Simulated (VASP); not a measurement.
# Sn in VASP: further runs, part 2 of 2

VASP 6.6.1. Earlier steps stand in the parts before.

## Step 3: Single point, PBE0

This run uses another cell than the first one, of 26.99 Å³/atom.

File POSCAR:

```
Sn
1.0
   -1.6042876300      1.6074357407      2.2268922005
    1.7129120417     -1.7129036624      2.4004502162
    1.7064617049      1.8117748213     -2.3150553137
Sn
1
Direct
    0.0000000000      0.0000000000      0.0000000000
```

File INCAR.step1:

```
SYSTEM = Sn
PREC = Accurate
ENCUT = 520
EDIFF = 1E-5
ISMEAR = -1
SIGMA = 0.05
LREAL = .False.
LASPH = .True.
NELM = 60
ALGO = Normal
ISIF = 2
LWAVE = .True.
LCHARG = .False.
NBANDS = 13
GGA = PE
```

File INCAR.step2:

```
SYSTEM = Sn
PREC = Accurate
ENCUT = 520
EDIFF = 1E-6
ISMEAR = -1
SIGMA = 0.05
LREAL = .False.
LASPH = .True.
NELM = 60
ALGO = Normal
ISIF = 2
LWAVE = .False.
LCHARG = .False.
GGA = PE
LHFCALC = .True.
AEXX = 0.25
PRECFOCK = Normal
NBANDS = 13
ISTART = 1
```

File KPOINTS:

```
regular mesh
0
Gamma
  5 5 5
  0 0 0
```

Potentials or basis: VASP PAW PBE potentials, release 64 (Sn_d).

The run is started by

```sh
$ cat potpaw_PBE.64/Sn_d/POTCAR > POTCAR
$ cp INCAR.step1 INCAR
$ mpirun -np 1 vasp_std > vasp.out
$ cp INCAR.step2 INCAR
$ mpirun -np 1 vasp_std > vasp.out
```

OUTCAR:

```text
SYSTEM = Sn
   PREC = Accurate
   ENCUT = 520
   EDIFF = 1E-6
   ISMEAR = -1
   LREAL = .False.
   LASPH = .True.
   NELM = 60
   ISIF = 2
   GGA = PE
   LHFCALC = .True.
   AEXX = 0.25
   PRECFOCK = Normal
   ISTART = 1

 ion  position               nearest neighbor table
   1  0.000  0.000  0.000-

  LATTYP: Found a triclinic cell.
 ALAT       =     8.4819490500
 B/A-ratio  =     0.3749923701
 C/A-ratio  =     0.5868664301
 COS(alpha) =     0.0000410430
 COS(beta)  =     0.2934797253
 COS(gamma) =     0.9346046733

  Lattice vectors:

 A1 = (  -4.9150369649,   1.4030966601,   6.7688397147)
 A2 = (  -1.6042876300,   1.6074357407,   2.2268922005)
 A3 = (  -3.5215478215,  -3.5180817209,   0.0027682107)

Analysis of symmetry for initial positions (statically):
=====================================================================
 Subroutine PRICEL returns:
 Original cell was already a primitive cell.

 Routine SETGRP: Setting up the symmetry group for a
 triclinic supercell.

 Subroutine GETGRP returns: Found  2 space group operations
 (whereof  2 operations were pure point group operations)
 out of a pool of  2 trial point group operations.

The static configuration has the point symmetry S_2 .

Analysis of symmetry for dynamics (positions and initial velocities):
=====================================================================
 Subroutine PRICEL returns:
 Original cell was already a primitive cell.

 Routine SETGRP: Setting up the symmetry group for a
 triclinic supercell.

 Subroutine GETGRP returns: Found  2 space group operations
 (whereof  2 operations were pure point group operations)
 out of a pool of  2 trial point group operations.

The dynamic configuration has the point symmetry S_2 .

 Subroutine INISYM returns: Found  2 space group operations
 (whereof  2 operations are pure point group operations),
 and found     1 'primitive' translations

----------------------------------------------------------------------------------------

                                     Primitive cell

  volume of cell :      26.9944

  direct lattice vectors                    reciprocal lattice vectors
    -1.604287630  1.607435741  2.226892201    -0.014210691  0.298646168  0.223247196
     1.712912042 -1.712903662  2.400450216     0.287316668 -0.003189246  0.209289468
     1.706461705  1.811774821 -2.315055314     0.284245338  0.283966086 -0.000200260

  length of vectors
     3.180666178  3.410317853  3.399120571     0.373136420  0.355475907  0.401786249

  position of ions in fractional coordinates (direct lattice)
     0.000000000  0.000000000  0.000000000

  ion indices of the primitive-cell ions
   primitive index   ion index
                 1           1

----------------------------------------------------------------------------------------

 KPOINTS: regular mesh

Automatic generation of k-mesh.
 Grid dimensions read from file:
 generate k-points for:    5    5    5

 Generating k-lattice:

  Cartesian coordinates                     Fractional coordinates (reciprocal lattice)
[... 40 lines left out ...]
 -0.000000  0.400000  0.200000      2.000000
 [... further k-points ...]
   k-points           NKPTS =     63   k-points in BZ     NKDIM =    125   number of bands    NBANDS=     13
   number of dos      NEDOS =    301   number of ions     NIONS =      1
   total plane-waves  NPLWV =  18816
   dimension x,y,z NGX =    24 NGY =   28 NGZ =   28
   dimension x,y,z NGXF=    48 NGYF=   56 NGZF=   56
   ions per type =               1
   NGX,Y,Z   is equivalent  to a cutoff of  12.54, 13.65, 13.69 a.u.
   NGXF,Y,Z  is equivalent  to a cutoff of  25.09, 27.30, 27.39 a.u.
 SYSTEM =  Sn
   PREC   = accura    normal or accurate (medium, high low for compatibility)
   ISTART =      1    job   : 0-new  1-cont  2-samecut
   ICHARG =      0    charge: 1-file 2-atom 10-const
   ISPIN  =      1    spin polarized calculation?
   LNONCOLLINEAR =      F non collinear calculations
   LSORBIT =      F    spin-orbit coupling
   LASPH  =      T    aspherical Exc in radial PAW
   ENCUT  =  520.0 eV  38.22 Ry    6.18 a.u.   5.91  6.34  6.32*2*pi/ulx,y,z
   NELM   =     60;   NELMIN=  2; NELMDL=  0     # of ELM steps
   EDIFF  = 0.1E-05   stopping-criterion for ELM
   LREAL  =      F    real-space projection
   EDIFFG = 0.1E-04   stopping-criterion for IOM
   NSW    =      0    number of steps for IOM
   IBRION =     -1    ionic relax: 0-MD 1-quasi-New 2-CG
   NFREE  =      0    steps in history (QN), initial steepest desc. (CG)
   ISIF   =      2    stress and relaxation
   ISYM   =      3    0-nonsym 1-usesym 2-fastsym
   POTIM  = 0.5000    time-step for ionic-motion
   TEBEG  =    0.0;   TEEND  =   0.0 temperature during run
   PSTRESS=    0.0 pullay stress
   NELECT =      14.0000    total number of electrons
   NUPDOWN=      -1.0000    fix difference up-down
   EMIN   =  10.00;   EMAX   =-10.00  energy-range for DOS
   EFERMI =   0.00;   METHOD = LEGACY
   ISMEAR =    -1;   SIGMA  =   0.05  broadening in eV -4-tet -1-fermi 0-gaus
   EFERMI_NEDOS =   21; number of points for ismear=-14 and -15
   IALGO  =     38    algorithm
   IMIX   =      1    mixing-type and parameters
     AMIX     =   0.40;   BMIX     =  1.00
     AMIX_MAG =   1.60;   BMIX_MAG =  1.00
  volume/ion in A,a.u.               =      26.99       182.17
  Fermi-wavevector in a.u.,A,eV,Ry     =   1.315305  2.485566 23.538452  1.730027
  Thomas-Fermi vector in A             =   2.445497
   LORBIT       =      0    0 simple, 1 ext, 2 COOP (PROOUT), +10 PAW based schemes
   GGA     = PE    functional components
   LHFCALC =     T    Hartree Fock is set to
   PRECFOCK=normal    Normal, Fast or Accurate (Low or Medium for compatibility)
   ENCUT4O =  -1.0   cutoff for four orbital integrals eV
   NKREDX  =     1    reduce k-point grid by
   NKREDY  =     1    reduce k-point grid by
   NKREDZ  =     1    reduce k-point grid by
   AEXX    =    0.2500 exact exchange contribution
   HFSCREEN=    0.0000 screening length (either q_TF or 0.3 A-1)
   HFSCREENC=   0.0000 screening length for correlation (either q_TF or 0.3 A-1)
   ENCUTFOCK=  -1.0 apply spherical cutoff to Coloumb kernel
   IVDW    =     0    specifies the selected vdW correction
   LEPSILON=     F    determine dielectric tensor
   LRPA    =     F    only Hartree local field effects (RPA)
 non-spin polarized calculation
  energy-cutoff  :      520.00
  volume of cell :       26.99
 maximum number of plane-waves:       735
  NGX = 18; NGY = 20; NGZ = 20

 number of electron      13.9999998 magnetization

 Free energy of the ion-electron system (eV)
  ---------------------------------------------------
  ext. energy  EPLUGINS =         0.00000000
  ---------------------------------------------------
  free energy    TOTEN  =        -4.87598599 eV

  energy without entropy =       -4.87483555  energy(sigma->0) =       -4.87541077

 E-fermi :   7.8707     XC(G=0):  -8.2071

 val. band max:        7.8702274541   @ k =   0.2000   0.2000   0.2000
 cond. band min:       8.2817433898   @ k =  -0.2000   0.2000   0.4000
 fundamental gap:      0.4115159357
 Fermi energy:         7.8706723294

 k-point     1 :       0.0000    0.0000    0.0000
  band No.  band energies     occupation
      1     -16.2084      2.00000
      2     -16.1724      2.00000
      3     -16.1128      2.00000
      4     -16.1011      2.00000
      5     -16.0488      2.00000
      6      -4.8652      2.00000
      7      16.2498      0.00000
      8      16.9618      0.00000
      9      18.1627      0.00000
     10      20.3262      0.00000
     11      20.4057      0.00000
     12      20.6595      0.00000
     13      22.3795      0.00000
[... 354 lines left out ...]
  band No.  band energies     occupation
      1     -16.2187      2.00000
      2     -16.1313      2.00000
      3     -16.0739      2.00000
      4     -16.0499      2.00000
      5     -16.0018      2.00000
      6       0.2812      2.00000
      7       3.3682      2.00000
      8       9.3406      0.00000
      9      15.2419      0.00000
     10      18.1680      0.00000
     11      23.5842      0.00000
     12      24.0238      0.00000
     13      24.7027      0.00000

 [... further k-points ...]
[... 5 lines left out ...]
  --------------------------------------------------------------------------------------
  -------------------------------------------------------------------------------------
  Total       -0.0971050     -0.0166469      0.0131169     -0.0271244      0.0508043     -0.0608692
  in kB       -5.7634070     -0.9880301      0.7785191     -1.6098968      3.0153537     -3.6127250
  external PRESSURE =      -1.9909727 kB  Pullay stress =       0.0000000 kB

 VOLUME and BASIS-vectors are now :
 -----------------------------------------------------------------------------
  energy-cutoff  :      520.00
  volume of cell :       26.99
      direct lattice vectors                 reciprocal lattice vectors
    -1.604287630  1.607435741  2.226892201    -0.014210691  0.298646168  0.223247196
     1.712912042 -1.712903662  2.400450216     0.287316668 -0.003189246  0.209289468
     1.706461705  1.811774821 -2.315055314     0.284245338  0.283966086 -0.000200260

 POSITION                                       TOTAL-FORCE (eV/Angst)
 -----------------------------------------------------------------------------------
      0.00000      0.00000      0.00000        -0.000000     -0.000000     -0.000000
 -----------------------------------------------------------------------------------
    total drift:                               -0.000000      0.000000      0.000000

  FREE ENERGIE OF THE ION-ELECTRON SYSTEM (eV)
  ---------------------------------------------------
  free  energy   TOTEN  =        -4.8759859895 eV

  energy  without entropy=       -4.8748355478  energy(sigma->0) =       -4.87541077
```

OUTCAR.step1:

```text
SYSTEM = Sn
   PREC = Accurate
   ENCUT = 520
   EDIFF = 1E-5
   ISMEAR = -1
   LREAL = .False.
[... 606 lines left out ...]
 -----------------------------------------------------------------------------------
      0.00000      0.00000      0.00000         0.000000      0.000000      0.000000
 -----------------------------------------------------------------------------------
    total drift:                               -0.000000     -0.000000      0.000000

  FREE ENERGIE OF THE ION-ELECTRON SYSTEM (eV)
  ---------------------------------------------------
  free  energy   TOTEN  =        -3.7804310028 eV

  energy  without entropy=       -3.7752820180  energy(sigma->0) =       -3.77785651
```

It took 72 min on 1 thread of Intel Xeon 8259CL, shared host; peak memory 0.18 GiB.

What came out:

* Free energy: -4.8760 eV
* Pressure: -0.2 GPa
* Band gap on the k mesh: zero (bands 7 and 8 overlap by 9.77 eV)

Stress tensor (GPa, compression positive):
```
-0.58 -0.16 -0.36
-0.16 -0.10  0.30
-0.36  0.30  0.08
```

Caveat: the k points lie up to 0.47 Å⁻¹ apart, too coarse for converged energies and pressures of a metal; the PAW data sets were made with another functional, which shifts forces and pressure a little; spin-orbit coupling is left out, which moves the levels of the heavy elements.

## Step 4: Single point, HF

This run uses another cell than the first one, of 29.78 Å³/atom.

File POSCAR:

```
Sn
1.0
   -1.6361039063      1.6402908039      2.2894534306
    1.7680118874     -1.7680633534      2.5000914062
    1.7632284167      1.8912440827     -2.3960511569
Sn
1
Direct
    0.0000000000      0.0000000000      0.0000000000
```

Changes to INCAR.step1 since step 3:

```diff
@@ -8,3 +8,3 @@
 LASPH = .True.
-NELM = 60
+NELM = 80
 ALGO = Normal
```

File INCAR.step2:

```
SYSTEM = Sn
PREC = Accurate
ENCUT = 520
EDIFF = 1E-7
ISMEAR = -1
SIGMA = 0.05
LREAL = .False.
LASPH = .True.
NELM = 80
ALGO = Normal
ISIF = 2
LWAVE = .False.
LCHARG = .False.
GGA = PE
LHFCALC = .True.
AEXX = 1.0
ALDAC = 0.0
AGGAC = 0.0
PRECFOCK = Normal
NBANDS = 13
ISTART = 1
```

File KPOINTS:

```
Automatic mesh
0
Gamma
  5 5 5
  0 0 0
```

Potentials or basis: VASP PAW PBE potentials, release 64 (Sn_d).

The run is started by

```sh
$ cat potpaw_PBE.64/Sn_d/POTCAR > POTCAR
$ cp INCAR.step1 INCAR
$ mpirun -np 1 vasp_std > vasp.out
$ cp INCAR.step2 INCAR
$ mpirun -np 1 vasp_std > vasp.out
```

OUTCAR:

```text
SYSTEM = Sn
   PREC = Accurate
   ENCUT = 520
   EDIFF = 1E-7
   ISMEAR = -1
   LREAL = .False.
   LASPH = .True.
   NELM = 80
   ISIF = 2
   GGA = PE
   LHFCALC = .True.
   AEXX = 1.0
   PRECFOCK = Normal
   ISTART = 1

 ion  position               nearest neighbor table
   1  0.000  0.000  0.000-

  LATTYP: Found a triclinic cell.
 ALAT       =     3.5354295880
 B/A-ratio  =     1.4626596037
 C/A-ratio  =     0.9212866221
 COS(alpha) =     0.0002063886
 COS(beta)  =     0.4637879076
[... 567 lines left out ...]
      4     -23.9627      2.00000
      5     -23.9290      2.00000
      6      -3.0686      2.00000
      7       1.3879      2.00000
      8      10.6534      0.00000
      9      18.2295      0.00000
     10      21.4103      0.00000
     11      26.9368      0.00000
     12      27.2313      0.00000
     13      27.9396      0.00000

 [... further k-points ...]
[... 5 lines left out ...]
  --------------------------------------------------------------------------------------
  -------------------------------------------------------------------------------------
  Total       -0.0710965     -0.0826324     -0.1267167      0.0598797     -0.0268064      0.1101763
  in kB       -3.8254085     -4.4461090     -6.8181035      3.2218815     -1.4423415      5.9281349
  external PRESSURE =      -5.0298737 kB  Pullay stress =       0.0000000 kB

 VOLUME and BASIS-vectors are now :
 -----------------------------------------------------------------------------
  energy-cutoff  :      520.00
  volume of cell :       29.78
      direct lattice vectors                 reciprocal lattice vectors
    -1.636103906  1.640290804  2.289453431    -0.016519897  0.290307335  0.216987720
     1.768011887 -1.768063353  2.500091406     0.277399946 -0.003917141  0.201043787
     1.763228417  1.891244083 -2.396051157     0.273660137  0.273304646 -0.000245770

 POSITION                                       TOTAL-FORCE (eV/Angst)
 -----------------------------------------------------------------------------------
      0.00000      0.00000      0.00000         0.000000      0.000000      0.000000
 -----------------------------------------------------------------------------------
    total drift:                               -0.000000      0.000000      0.000000

  FREE ENERGIE OF THE ION-ELECTRON SYSTEM (eV)
  ---------------------------------------------------
  free  energy   TOTEN  =        -6.6921649017 eV

  energy  without entropy=       -6.6910558662  energy(sigma->0) =       -6.69161038
```

Run time: 79 min. Hardware: 1 thread of Intel Xeon Platinum 8259CL at 2.50GHz (Skylake/Cascade Lake), shared host; peak memory 0.18 GiB.

Results:

```
Free energy            : -6.6922 eV
Pressure               : -0.5 GPa
Band gap on the k mesh : zero (bands 7 and 8 overlap by 13.37 eV)
```

Caveat: the k points lie up to 0.46 Å⁻¹ apart, too coarse for converged energies and pressures of a metal; the PAW data sets were made with another functional, which shifts forces and pressure a little; spin-orbit coupling is left out, which moves the levels of the heavy elements.

## Step 5: The runs side by side

| level | cell | share of exact exchange | screening parameter | gap on the mesh (eV) | pressure (GPa) |
| --- | --- | --- | --- | --- | --- |
| HSE06 | a = 3.192, b = 3.411, c = 3.410 Å, angles 120.0, 117.9, 90.0°, 1 atom | 0.25 | 0.2079 1/Å | none | 0.0 |
| PBE0 | a = 3.181, b = 3.410, c = 3.399 Å, angles 119.7, 117.4, 90.8°, 1 atom | 0.25 | - | none | -0.2 |
| HF | a = 3.257, b = 3.536, c = 3.525 Å, angles 119.9, 117.3, 90.3°, 1 atom | 1 | - | none | -0.5 |

Alike in all rows: task single point; potentials or basis VASP PAW PBE potentials, release 64 (Sn_d); no spin polarisation; k mesh 5 × 5 × 5; cutoff (eV) 520; smearing fermi-dirac 0.05 eV.

Caveats: all runs use coarse meshes; the PAW data sets were made with another functional, which shifts forces and pressure a little; spin-orbit coupling is left out, which moves the levels of the heavy elements.

Absolute energies hang on the potentials; compare differences alone.
